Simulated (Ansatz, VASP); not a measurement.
One calculation of As, two programs

```
CELL_PARAMETERS angstrom
3.97490 0.00000 0.00000
-1.98745 3.44236 0.00000
0.00000 0.00000 6.55995
ATOMIC_POSITIONS crystal
As 0.66667 0.33333 0.06291
As 0.33333 0.66667 0.56291
As 0.66667 0.33333 0.43709
As 0.33333 0.66667 0.93709
```

Alike in both runs: task relaxation of cell and atoms; functional PBEsol; k mesh 6 × 6 × 4; occupations gaussian, width 0.1 eV; no spin polarisation.

|  | VASP | Ansatz |
| --- | --- | --- |
| version | VASP 6.6.1 | Ansatz 0.2.0 |
| potentials or method | VASP PAW PBE potentials, release 64 (As), cutoff 600 eV | scalar-relativistic, plane waves, PAW |
| valence electrons in the cell | 20 | 60 |

|  | VASP | Ansatz | Ansatz less VASP |
| --- | --- | --- | --- |
| gap on the k mesh at the Fermi level, each at its own relaxed structure (eV) | none | none | - |
| relaxed volume (Å³/atom) | 25.34 | 25.18 | -0.160 |
| relaxed cell length with the largest relative difference (Å) | 5.652 | 5.617 | -0.0346 |

VASP's potentials were made for PBE, not for PBEsol. A gap of «none» marks a metal or a gap that the smearing closes. VASP's potentials hold 20 valence electrons a cell and Ansatz's 60, so a difference there can come from the potentials and not from the codes.
